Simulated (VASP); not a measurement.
# RbBr (P4mm) in VASP: notebook, part 2 of 2

VASP 6.6.1.

### Step 3. Single point, PBE (all Rb atoms moved +0.188 Å, as atom 1 along Cartesian [0 1 0])

Contents of INCAR:

```
PREC     = Accurate       # precision mode
ENCUT    = 520            # plane-wave cutoff, eV
EDIFF    = 1E-6           # SCF threshold, eV
ISMEAR   = 0              # smearing method
SIGMA    = 0.05           # smearing width, eV
LREAL    = F              # projectors in reciprocal space
LASPH    = T              # aspherical terms in the spheres
NELM     = 60             # most SCF steps
ALGO     = Normal         # electronic algorithm
ISIF     = 2              # what is computed and relaxed
LWAVE    = F              # write WAVECAR
LCHARG   = F              # write CHGCAR
GGA      = PE             # functional
NBANDS   = 15             # bands
```

Contents of KPOINTS:

```
regular mesh
0
Gamma
  6 6 6
```

Contents of POSCAR:

```
RbBr
1.0
    4.1260773000      0.0000000000      0.0000000000
    0.0000000000      4.1260773000      0.0000000000
    0.0000000000      0.0000000000      4.1260773000
Rb Br
1 1
Direct
    0.0000000000      0.0454426775      0.0000000000
    0.5000000000      0.5000000000      0.5000000000
```

Potentials or basis: VASP PAW PBE potentials, release 64 (Rb_sv, Br).

On the command line:

```bash
$ cat potpaw_PBE.64/Rb_sv/POTCAR potpaw_PBE.64/Br/POTCAR > POTCAR
$ mpirun -np 1 vasp_std > vasp.out
```

OUTCAR:

```text
PREC = Accurate
   ENCUT = 520
   EDIFF = 1E-6
   ISMEAR = 0
   LREAL = F
   LASPH = T
   NELM = 60
   ISIF = 2
   GGA = PE

 ion  position               nearest neighbor table
   1  0.000  0.045  0.000-   2 3.47   2 3.47   2 3.47   2 3.47   2 3.68   2 3.68   2 3.68   2 3.68

   2  0.500  0.500  0.500-   1 3.47   1 3.47   1 3.47   1 3.47   1 3.68   1 3.68   1 3.68   1 3.68

  LATTYP: Found a simple cubic cell.
 ALAT       =     4.1260773000

  Lattice vectors:

 A1 = (   4.1260773000,   0.0000000000,   0.0000000000)
 A2 = (   0.0000000000,   4.1260773000,   0.0000000000)
 A3 = (   0.0000000000,   0.0000000000,   4.1260773000)

Analysis of symmetry for initial positions (statically):
=====================================================================
 Subroutine PRICEL returns:
 Original cell was already a primitive cell.

 Routine SETGRP: Setting up the symmetry group for a
 simple cubic supercell.

 Subroutine GETGRP returns: Found  8 space group operations
 (whereof  8 operations were pure point group operations)
 out of a pool of 48 trial point group operations.

The static configuration has the point symmetry C_4v.

Analysis of symmetry for dynamics (positions and initial velocities):
=====================================================================
 Subroutine PRICEL returns:
 Original cell was already a primitive cell.

 Routine SETGRP: Setting up the symmetry group for a
 simple cubic supercell.

 Subroutine GETGRP returns: Found  8 space group operations
 (whereof  8 operations were pure point group operations)
 out of a pool of 48 trial point group operations.

The dynamic configuration has the point symmetry C_4v.

 Subroutine INISYM returns: Found  8 space group operations
 (whereof  8 operations are pure point group operations),
 and found     1 'primitive' translations

----------------------------------------------------------------------------------------

                                     Primitive cell

  volume of cell :      70.2445

  direct lattice vectors                    reciprocal lattice vectors
     4.126077300  0.000000000  0.000000000     0.242360947  0.000000000  0.000000000
     0.000000000  4.126077300  0.000000000     0.000000000  0.242360947  0.000000000
     0.000000000  0.000000000  4.126077300     0.000000000  0.000000000  0.242360947

  length of vectors
     4.126077300  4.126077300  4.126077300     0.242360947  0.242360947  0.242360947

  position of ions in fractional coordinates (direct lattice)
     0.000000000  0.045442677  0.000000000
     0.500000000  0.500000000  0.500000000

  ion indices of the primitive-cell ions
   primitive index   ion index
                 1           1
                 2           2

----------------------------------------------------------------------------------------

 KPOINTS: regular mesh

Automatic generation of k-mesh.
 Grid dimensions read from file:
 generate k-points for:    6    6    6

 Generating k-lattice:

  Cartesian coordinates                     Fractional coordinates (reciprocal lattice)
     0.040393491  0.000000000  0.000000000     0.166666667  0.000000000  0.000000000
     0.000000000  0.040393491  0.000000000     0.000000000  0.166666667  0.000000000
     0.000000000  0.000000000  0.040393491     0.000000000  0.000000000  0.166666667

  Length of vectors
     0.040393491  0.040393491  0.040393491

  Shift w.r.t. Gamma in fractional coordinates (k-lattice)
     0.000000000  0.000000000  0.000000000

 Subroutine IBZKPT returns following result:
 ===========================================

 Found     40 irreducible k-points:

 Following reciprocal coordinates:
            Coordinates               Weight
  0.000000  0.000000  0.000000      1.000000
  0.166667  0.000000  0.000000      4.000000
  0.000000  0.166667  0.000000      2.000000
  0.333333  0.000000  0.000000      4.000000
  0.000000  0.333333  0.000000      2.000000
  0.500000  0.000000  0.000000      2.000000
[... 16 lines left out ...]
  0.166667  0.166667  0.166667      8.000000
  0.333333  0.166667  0.166667     16.000000
 [... further k-points ...]
   k-points           NKPTS =     40   k-points in BZ     NKDIM =     40   number of bands    NBANDS=     15
   number of dos      NEDOS =    301   number of ions     NIONS =      2
   total plane-waves  NPLWV =  32768
   dimension x,y,z NGX =    32 NGY =   32 NGZ =   32
   dimension x,y,z NGXF=    64 NGYF=   64 NGZF=   64
   ions per type =               1   1
   NGX,Y,Z   is equivalent  to a cutoff of  12.89, 12.89, 12.89 a.u.
   NGXF,Y,Z  is equivalent  to a cutoff of  25.79, 25.79, 25.79 a.u.
 SYSTEM =  unknown system
   PREC   = accura    normal or accurate (medium, high low for compatibility)
   ISTART =      0    job   : 0-new  1-cont  2-samecut
   ICHARG =      2    charge: 1-file 2-atom 10-const
   ISPIN  =      1    spin polarized calculation?
   LNONCOLLINEAR =      F non collinear calculations
   LSORBIT =      F    spin-orbit coupling
   LASPH  =      T    aspherical Exc in radial PAW
   ENCUT  =  520.0 eV  38.22 Ry    6.18 a.u.   7.67  7.67  7.67*2*pi/ulx,y,z
   NELM   =     60;   NELMIN=  2; NELMDL= -5     # of ELM steps
   EDIFF  = 0.1E-05   stopping-criterion for ELM
   LREAL  =      F    real-space projection
   EDIFFG = 0.1E-04   stopping-criterion for IOM
   NSW    =      0    number of steps for IOM
   IBRION =     -1    ionic relax: 0-MD 1-quasi-New 2-CG
   NFREE  =      0    steps in history (QN), initial steepest desc. (CG)
   ISIF   =      2    stress and relaxation
   ISYM   =      2    0-nonsym 1-usesym 2-fastsym
   POTIM  = 0.5000    time-step for ionic-motion
   TEBEG  =    0.0;   TEEND  =   0.0 temperature during run
   PSTRESS=    0.0 pullay stress
   NELECT =      16.0000    total number of electrons
   NUPDOWN=      -1.0000    fix difference up-down
   EMIN   =  10.00;   EMAX   =-10.00  energy-range for DOS
   EFERMI =   0.00;   METHOD = LEGACY
   ISMEAR =     0;   SIGMA  =   0.05  broadening in eV -4-tet -1-fermi 0-gaus
   EFERMI_NEDOS =   21; number of points for ismear=-14 and -15
   IALGO  =     38    algorithm
   IMIX   =      4    mixing-type and parameters
     AMIX     =   0.40;   BMIX     =  1.00
     AMIX_MAG =   1.60;   BMIX_MAG =  1.00
  volume/ion in A,a.u.               =      35.12       237.02
  Fermi-wavevector in a.u.,A,eV,Ry     =   0.999795  1.889338 13.600238  0.999589
  Thomas-Fermi vector in A             =   2.132108
   LORBIT       =      0    0 simple, 1 ext, 2 COOP (PROOUT), +10 PAW based schemes
   GGA     = PE    functional components
   LHFCALC =     F    Hartree Fock is set to
   AEXX    =    0.0000 exact exchange contribution
   IVDW    =     0    specifies the selected vdW correction
   LEPSILON=     F    determine dielectric tensor
   LRPA    =     F    only Hartree local field effects (RPA)
 non-spin polarized calculation
 Gauss-broadening in eV      SIGMA  =   0.05
  energy-cutoff  :      520.00
  volume of cell :       70.24
 maximum number of plane-waves:      1924
 NGX is ok and might be reduce to    32
   NGX = 15   NGY = 15   NGZ = 15

 number of electron      16.0000002 magnetization

 Free energy of the ion-electron system (eV)
  ---------------------------------------------------
  ext. energy  EPLUGINS =         0.00000000
  ---------------------------------------------------
  free energy    TOTEN  =        -5.98122133 eV

  energy without entropy =       -5.98122133  energy(sigma->0) =       -5.98122133

 E-fermi :  -0.4461     XC(G=0):  -7.9228

 val. band max:       -0.6733663438   @ k =   0.5000   0.0000   0.5000
 cond. band min:       3.4172776402   @ k =   0.0000   0.0000   0.0000
 fundamental gap:      4.0906439840
 Fermi energy:        -0.4460981388

 k-point     1 :       0.0000    0.0000    0.0000
  band No.  band energies     occupation
      1     -25.7580      2.00000
      2     -13.2917      2.00000
      3      -9.7432      2.00000
      4      -9.7432      2.00000
      5      -9.7405      2.00000
      6      -0.8377      2.00000
      7      -0.8261      2.00000
      8      -0.8261      2.00000
      9       3.4173      0.00000
     10       4.9046      0.00000
     11       4.9910      0.00000
     12       9.2401      0.00000
     13       9.3015      0.00000
     14       9.3015      0.00000
[... 401 lines left out ...]
      2     -13.2241      2.00000
      3      -9.9007      2.00000
      4      -9.7808      2.00000
      5      -9.7612      2.00000
      6      -1.8671      2.00000
      7      -1.1977      2.00000
      8      -1.0921      2.00000
      9       5.7872      0.00000
     10       6.2912      0.00000
     11       6.8547      0.00000
     12       8.0506      0.00000
     13       8.2224      0.00000
     14       8.4650      0.00000
     15      10.8222      0.00000

 [... further k-points ...]
[... 5 lines left out ...]
  --------------------------------------------------------------------------------------
  -------------------------------------------------------------------------------------
  Total        0.4560454      0.4194618      0.4560454      0.0000000     -0.0000000      0.0000000
  in kB       10.4017539      9.5673333     10.4017539      0.0000000     -0.0000000      0.0000000
  external PRESSURE =      10.1236137 kB  Pullay stress =       0.0000000 kB

 VOLUME and BASIS-vectors are now :
 -----------------------------------------------------------------------------
  energy-cutoff  :      520.00
  volume of cell :       70.24
      direct lattice vectors                 reciprocal lattice vectors
     4.126077300  0.000000000  0.000000000     0.242360947  0.000000000  0.000000000
     0.000000000  4.126077300  0.000000000     0.000000000  0.242360947  0.000000000
     0.000000000  0.000000000  4.126077300     0.000000000  0.000000000  0.242360947

 POSITION                                       TOTAL-FORCE (eV/Angst)
 -----------------------------------------------------------------------------------
      0.00000      0.18750      0.00000        -0.000000     -0.155721     -0.000000
      2.06304      2.06304      2.06304         0.000000      0.155721      0.000000
 -----------------------------------------------------------------------------------
    total drift:                                0.000000     -0.000081     -0.000000

  FREE ENERGIE OF THE ION-ELECTRON SYSTEM (eV)
  ---------------------------------------------------
  free  energy   TOTEN  =        -5.9812213315 eV

  energy  without entropy=       -5.9812213315  energy(sigma->0) =       -5.98122133
```

It took 24 s on 1 thread of Intel Xeon Platinum 8488C (Sapphire Rapids), shared host; peak memory 0.19 GiB.

What came out:

```yaml
Free_energy: -5.9812 eV
Pressure: 1.0 GPa
Largest_force: 0.156 eV/Å
Band_gap_on_the_k_mesh: 4.09 eV, indirect (least direct gap 4.24 eV)
```

Forces on the atoms (eV/Å):
```
Rb   0.000 -0.156  0.000
Br   0.000  0.156  0.000
```

Caveat: the cell differs from its parent crystal (all Rb atoms moved +0.188 Å, as atom 1 along Cartesian [0 1 0]). A k mesh can miss the band edges.
